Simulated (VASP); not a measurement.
# P (C2) in VASP: single point with PBE

Aim: the single point of P with PBE.

Program: VASP 6.6.1. These are calculated values, not measurements. Logs are shortened: lines on timing, memory, paths and dates and some standing lists are left out, and cuts for length are marked.

### 1 The cell of the first run

Symmetry: C2, No. 5, monoclinic system. The conventional cell has a = 4.943 Å, b = 9.556 Å, c = 4.579 Å, α = 90.00°, β = 109.80°, γ = 90.00°. Within 3.0 Å of P (site symmetry 1) lie 3 P at 2.25 to 2.26 Å. Within 2.9 Å of P (site symmetry 1) lie 4 P at 2.19 to 2.78 Å. P (site symmetry 2) has 6 P at 2.25 to 3.03 Å within 3.1 Å.

The cell was built from a structure type or drawn by symmetry, and may not be a known phase.

### 2 Single point, PBE

File INCAR:

```
SYSTEM = P
PREC = Accurate
ENCUT = 520
EDIFF = 1E-6
ISMEAR = 0
SIGMA = 0.1
LREAL = .False.
LASPH = .True.
NELM = 100
ALGO = Normal
ISIF = 2
LWAVE = .False.
LCHARG = .False.
GGA = PE
NBANDS = 20
```

File KPOINTS:

```
regular mesh
0
Gamma
  10 10 10
  0 0 0
```

File POSCAR:

```
P
1.0
    2.4717099315     -4.7779794574     -0.0079380582
    2.4717099315      4.7779794574     -0.0079380582
   -1.5370719109      0.0000000000      4.3136575286
P
5
Direct
    0.8813187730      0.6885741261      0.8084692670
    0.3114258739      0.1186812270      0.1915307330
    0.1122035889      0.3087309095      0.4707405795
    0.6912690905      0.8877964111      0.5292594205
    0.4686505858      0.5313494142      0.0000000000
```

Potentials or basis: VASP PAW PBE potentials, release 64 (P).

The run is started by

```sh
$ cat potpaw_PBE.64/P/POTCAR > POTCAR
$ mpirun -np 1 vasp_std > vasp.out
```

OUTCAR:

```text
SYSTEM = P
   PREC = Accurate
   ENCUT = 520
   EDIFF = 1E-6
   ISMEAR = 0
   LREAL = .False.
   LASPH = .True.
   NELM = 100
   ISIF = 2
   GGA = PE

 ion  position               nearest neighbor table
   1  0.881  0.689  0.808-   2 2.25   5 2.25   4 2.26
   2  0.311  0.119  0.192-   1 2.25   5 2.25   3 2.26
   3  0.112  0.309  0.471-   4 2.19   2 2.26   5 2.45   4 2.78
   4  0.691  0.888  0.529-   3 2.19   1 2.26   5 2.45   3 2.78
   5  0.469  0.531  0.000-   1 2.25   2 2.25   4 2.45   3 2.45

  LATTYP: Found a base centered monoclinic cell.
 ALAT       =     4.9434453565
 B/A-ratio  =     1.9330564466
 C/A-ratio  =     0.9263431038
 COS(beta)  =    -0.3386780788

  Lattice vectors:

 A1 = (   2.4717099315,  -4.7779794574,  -0.0079380582)
 A2 = (   2.4717099315,   4.7779794574,  -0.0079380582)
 A3 = (  -1.5370719109,   0.0000000000,   4.3136575286)

Analysis of symmetry for initial positions (statically):
=====================================================================
 Subroutine PRICEL returns:
 Original cell was already a primitive cell.

 Routine SETGRP: Setting up the symmetry group for a
 base centered monoclinic supercell.

 Subroutine GETGRP returns: Found  2 space group operations
 (whereof  2 operations were pure point group operations)
 out of a pool of  4 trial point group operations.

The static configuration has the point symmetry C_2 .

Analysis of symmetry for dynamics (positions and initial velocities):
=====================================================================
 Subroutine PRICEL returns:
 Original cell was already a primitive cell.

 Routine SETGRP: Setting up the symmetry group for a
 base centered monoclinic supercell.

 Subroutine GETGRP returns: Found  2 space group operations
 (whereof  2 operations were pure point group operations)
 out of a pool of  4 trial point group operations.

The dynamic configuration has the point symmetry C_2 .

 Subroutine INISYM returns: Found  2 space group operations
 (whereof  2 operations are pure point group operations),
 and found     1 'primitive' translations

----------------------------------------------------------------------------------------

                                     Primitive cell

  volume of cell :     101.7701

  direct lattice vectors                    reciprocal lattice vectors
     2.471709931 -4.777979457 -0.007938058     0.202520867 -0.104646745  0.072163619
     2.471709931  4.777979457 -0.007938058     0.202520867  0.104646745  0.072163619
    -1.537071911  0.000000000  4.313657529     0.000745364  0.000000000  0.232087427

  length of vectors
     5.379451709  5.379451709  4.579326515     0.239109245  0.239109245  0.232088624

  position of ions in fractional coordinates (direct lattice)
     0.881318773  0.688574126  0.808469267
     0.311425874  0.118681227  0.191530733
     0.112203589  0.308730909  0.470740580
     0.691269091  0.887796411  0.529259420
     0.468650586  0.531349414  0.000000000

  ion indices of the primitive-cell ions
   primitive index   ion index
                 1           1
                 2           2
                 3           3
                 4           4
                 5           5

----------------------------------------------------------------------------------------

 KPOINTS: regular mesh

Automatic generation of k-mesh.
 Grid dimensions read from file:
 generate k-points for:   10   10   10

 Generating k-lattice:

  Cartesian coordinates                     Fractional coordinates (reciprocal lattice)
     0.020252087 -0.010464675  0.007216362     0.100000000  0.000000000 -0.000000000
     0.020252087  0.010464675  0.007216362     0.000000000  0.100000000 -0.000000000
     0.000074536  0.000000000  0.023208743     0.000000000  0.000000000  0.100000000

  Length of vectors
     0.023910924  0.023910924  0.023208862

  Shift w.r.t. Gamma in fractional coordinates (k-lattice)
     0.000000000  0.000000000  0.000000000

 Subroutine IBZKPT returns following result:
 ===========================================

 Found    282 irreducible k-points:

 Following reciprocal coordinates:
            Coordinates               Weight
  0.000000  0.000000  0.000000      1.000000
  0.100000  0.000000  0.000000      4.000000
  0.200000  0.000000  0.000000      4.000000
  0.300000  0.000000  0.000000      4.000000
  0.400000  0.000000  0.000000      4.000000
  0.500000  0.000000  0.000000      2.000000
[... 16 lines left out ...]
  0.300000  0.300000  0.000000      2.000000
  0.400000  0.300000  0.000000      4.000000
 [... further k-points ...]
   k-points           NKPTS =    282   k-points in BZ     NKDIM =    282   number of bands    NBANDS=     20
   number of dos      NEDOS =    301   number of ions     NIONS =      5
   total plane-waves  NPLWV =  57600
   dimension x,y,z NGX =    40 NGY =   40 NGZ =   36
   dimension x,y,z NGXF=    80 NGYF=   80 NGZF=   72
   ions per type =               5
   NGX,Y,Z   is equivalent  to a cutoff of  12.36, 12.36, 13.07 a.u.
   NGXF,Y,Z  is equivalent  to a cutoff of  24.72, 24.72, 26.14 a.u.
 SYSTEM =  P
   PREC   = accura    normal or accurate (medium, high low for compatibility)
   ISTART =      0    job   : 0-new  1-cont  2-samecut
   ICHARG =      2    charge: 1-file 2-atom 10-const
   ISPIN  =      1    spin polarized calculation?
   LNONCOLLINEAR =      F non collinear calculations
   LSORBIT =      F    spin-orbit coupling
   LASPH  =      T    aspherical Exc in radial PAW
   ENCUT  =  520.0 eV  38.22 Ry    6.18 a.u.  10.00 10.00  8.51*2*pi/ulx,y,z
   NELM   =    100;   NELMIN=  2; NELMDL= -5     # of ELM steps
   EDIFF  = 0.1E-05   stopping-criterion for ELM
   LREAL  =      F    real-space projection
   EDIFFG = 0.1E-04   stopping-criterion for IOM
   NSW    =      0    number of steps for IOM
   IBRION =     -1    ionic relax: 0-MD 1-quasi-New 2-CG
   NFREE  =      0    steps in history (QN), initial steepest desc. (CG)
   ISIF   =      2    stress and relaxation
   ISYM   =      2    0-nonsym 1-usesym 2-fastsym
   POTIM  = 0.5000    time-step for ionic-motion
   TEBEG  =    0.0;   TEEND  =   0.0 temperature during run
   PSTRESS=    0.0 pullay stress
   NELECT =      25.0000    total number of electrons
   NUPDOWN=      -1.0000    fix difference up-down
   EMIN   =  10.00;   EMAX   =-10.00  energy-range for DOS
   EFERMI =   0.00;   METHOD = LEGACY
   ISMEAR =     0;   SIGMA  =   0.10  broadening in eV -4-tet -1-fermi 0-gaus
   EFERMI_NEDOS =   21; number of points for ismear=-14 and -15
   IALGO  =     38    algorithm
   IMIX   =      4    mixing-type and parameters
     AMIX     =   0.40;   BMIX     =  1.00
     AMIX_MAG =   1.60;   BMIX_MAG =  1.00
  volume/ion in A,a.u.               =      20.35       137.36
  Fermi-wavevector in a.u.,A,eV,Ry     =   1.025293  1.937523 14.302802  1.051226
  Thomas-Fermi vector in A             =   2.159126
   LORBIT       =      0    0 simple, 1 ext, 2 COOP (PROOUT), +10 PAW based schemes
   GGA     = PE    functional components
   LHFCALC =     F    Hartree Fock is set to
   AEXX    =    0.0000 exact exchange contribution
   IVDW    =     0    specifies the selected vdW correction
   LEPSILON=     F    determine dielectric tensor
   LRPA    =     F    only Hartree local field effects (RPA)
 non-spin polarized calculation
 Gauss-broadening in eV      SIGMA  =   0.10
  energy-cutoff  :      520.00
  volume of cell :      101.77
 maximum number of plane-waves:      2766
   NGX = 19   NGY = 19   NGZ = 17

 number of electron      25.0000000 magnetization

 Free energy of the ion-electron system (eV)
  ---------------------------------------------------
  ext. energy  EPLUGINS =         0.00000000
  ---------------------------------------------------
  free energy    TOTEN  =       -25.93724307 eV

  energy without entropy =      -25.93108026  energy(sigma->0) =      -25.93416166

 E-fermi :   5.5199     XC(G=0):  -9.4596

 val. band max:        5.5147690551   @ k =  -0.1000  -0.1000   0.3000
 cond. band min:       5.5270386844   @ k =  -0.2000  -0.0000   0.2000
 fundamental gap:      0.0122696293
 Fermi energy:         5.5198701411

 k-point     1 :       0.0000    0.0000    0.0000
  band No.  band energies     occupation
      1      -9.7132      2.00000
      2      -5.2527      2.00000
      3      -4.7525      2.00000
      4      -3.8560      2.00000
      5      -2.0823      2.00000
      6      -0.4107      2.00000
[... 12 lines left out ...]
     19      11.3822      0.00000
     20      11.8403      0.00000

 k-point     2 :       0.1000    0.0000    0.0000
  band No.  band energies     occupation
      1      -9.6487      2.00000
      2      -5.2715      2.00000
      3      -5.1978      2.00000
      4      -3.5485      2.00000
      5      -2.1817      2.00000
      6      -0.2947      2.00000
[... 12 lines left out ...]
     19      10.7106      0.00000
     20      11.4902      0.00000

 k-point     3 :       0.2000    0.0000    0.0000
  band No.  band energies     occupation
      1      -9.4561      2.00000
      2      -5.9656      2.00000
      3      -5.2962      2.00000
      4      -3.1963      2.00000
      5      -2.4065      2.00000
      6      -0.0716      2.00000
[... 12 lines left out ...]
     19       9.8161      0.00000
     20      10.6998      0.00000

 k-point     4 :       0.3000    0.0000    0.0000
  band No.  band energies     occupation
      1      -9.1391      2.00000
      2      -6.7454      2.00000
      3      -5.3294      2.00000
      4      -3.0501      2.00000
      5      -2.5871      2.00000
      6      -0.0973      2.00000
[... 12 lines left out ...]
     19       9.6219      0.00000
     20      10.9724      0.00000

 k-point     5 :       0.4000    0.0000    0.0000
  band No.  band energies     occupation
      1      -8.7065      2.00000
      2      -7.4716      2.00000
      3      -5.3513      2.00000
      4      -3.0964      2.00000
      5      -2.6181      2.00000
      6      -0.2421      2.00000
[... 12 lines left out ...]
     19       9.3997      0.00000
     20      10.6429      0.00000

 k-point     6 :       0.5000    0.0000    0.0000
  band No.  band energies     occupation
      1      -8.2749      2.00000
      2      -8.0033      2.00000
      3      -5.3585      2.00000
      4      -3.1398      2.00000
      5      -2.6100      2.00000
      6      -0.3039      2.00000
[... 12 lines left out ...]
     19       9.8572      0.00000
     20      10.2430      0.00000

 k-point     7 :       0.1000    0.1000    0.0000
  band No.  band energies     occupation
      1      -9.4760      2.00000
      2      -5.9463      2.00000
      3      -5.2441      2.00000
      4      -3.1769      2.00000
      5      -2.4192      2.00000
      6      -0.1106      2.00000
[... 12 lines left out ...]
     19       9.6319      0.00000
     20      10.6724      0.00000
[... 277 lines left out ...]
 k-point    20 :      -0.4000    0.2000    0.0000
  band No.  band energies     occupation
      1      -9.3310      2.00000
      2      -6.0709      2.00000
      3      -5.6215      2.00000
      4      -3.2616      2.00000
      5      -2.3156      2.00000
      6       0.0691      2.00000
[... 12 lines left out ...]
     19      10.1707      0.00000
     20      10.8594      0.00000

 k-point    21 :      -0.3000    0.2000    0.0000
  band No.  band energies     occupation
      1      -9.5443      2.00000
      2      -5.5853      2.00000
      3      -5.2811      2.00000
      4      -3.6162      2.00000
      5      -2.0849      2.00000
      6      -0.3147      2.00000
[... 12 lines left out ...]
     19      10.5167      0.00000
     20      11.4864      0.00000

 k-point    22 :      -0.2000    0.2000    0.0000
  band No.  band energies     occupation
      1      -9.6388      2.00000
      2      -5.4966      2.00000
      3      -4.7964      2.00000
      4      -3.9205      2.00000
      5      -2.0047      2.00000
      6      -0.4596      2.00000
[... 12 lines left out ...]
     19      10.7274      0.00000
     20      11.7097      0.00000

 k-point    23 :       0.3000    0.3000    0.0000
  band No.  band energies     occupation
      1      -8.5570      2.00000
      2      -7.6011      2.00000
      3      -5.5447      2.00000
      4      -3.0996      2.00000
      5      -2.5557      2.00000
      6      -0.0525      2.00000
[... 12 lines left out ...]
     19       9.3321      0.00000
     20      10.6873      0.00000

 k-point    24 :       0.4000    0.3000    0.0000
  band No.  band energies     occupation
      1      -8.9599      2.00000
      2      -6.8965      2.00000
      3      -5.6875      2.00000
      4      -3.0956      2.00000
      5      -2.4895      2.00000
      6       0.2023      2.00000
[... 12 lines left out ...]
     19       9.3975      0.00000
     20      10.8661      0.00000

 [... further k-points ...]

------------------------ aborting loop because EDIFF is reached ----------------------------------------

  FORCE on cell =-STRESS in cart. coord.  units (eV):
  Direction    XX          YY          ZZ          XY          YZ          ZX
  --------------------------------------------------------------------------------------
  -------------------------------------------------------------------------------------
  Total       -0.2036555     -0.1423786     -0.1665877      0.0000000      0.0000000      0.0353868
  in kB       -3.2061696     -2.2414820     -2.6226076      0.0000000      0.0000000      0.5570988
  external PRESSURE =      -2.6900864 kB  Pullay stress =       0.0000000 kB

 VOLUME and BASIS-vectors are now :
 -----------------------------------------------------------------------------
  energy-cutoff  :      520.00
  volume of cell :      101.77
      direct lattice vectors                 reciprocal lattice vectors
     2.471709931 -4.777979457 -0.007938058     0.202520867 -0.104646745  0.072163619
     2.471709931  4.777979457 -0.007938058     0.202520867  0.104646745  0.072163619
    -1.537071911  0.000000000  4.313657529     0.000745364  0.000000000  0.232087427

 POSITION                                       TOTAL-FORCE (eV/Angst)
 -----------------------------------------------------------------------------------
      2.63764     -0.92093      3.47500         0.000057      0.053501      0.015212
      0.76870     -0.92093      0.82278        -0.000057      0.053501     -0.015212
      0.31687      0.93900      2.02727        -0.034474     -0.037222     -0.015113
      3.08948      0.93900      2.27051         0.034474     -0.037222      0.015113
      2.47171      0.29957     -0.00794        -0.000000     -0.032558     -0.000000
 -----------------------------------------------------------------------------------
    total drift:                               -0.000000     -0.000159     -0.000000

  FREE ENERGIE OF THE ION-ELECTRON SYSTEM (eV)
  ---------------------------------------------------
  free  energy   TOTEN  =       -25.9372430712 eV

  energy  without entropy=      -25.9310802585  energy(sigma->0) =      -25.93416166
```

Wall time 3.2 min (1 thread of Intel Xeon 6975P-C (Granite Rapids), shared host); peak memory 0.5 GiB.

What came out:

| Quantity | Value |
| --- | --- |
| Free energy | -25.9372 eV |
| Pressure | -0.3 GPa |
| Largest force | 0.056 eV/Å |
| Band gap on the k mesh | zero (an odd number of electrons rules out a gap without spin polarisation) |

Forces in eV/Å, atoms in the order of the input:
```
P    0.000  0.054  0.015
P    0.000  0.054 -0.015
P   -0.034 -0.037 -0.015
P    0.034 -0.037  0.015
P    0.000 -0.033  0.000
```

Stress tensor (GPa, compression positive):
```
-0.32  0.00  0.06
 0.00 -0.22  0.00
 0.06  0.00 -0.26
```
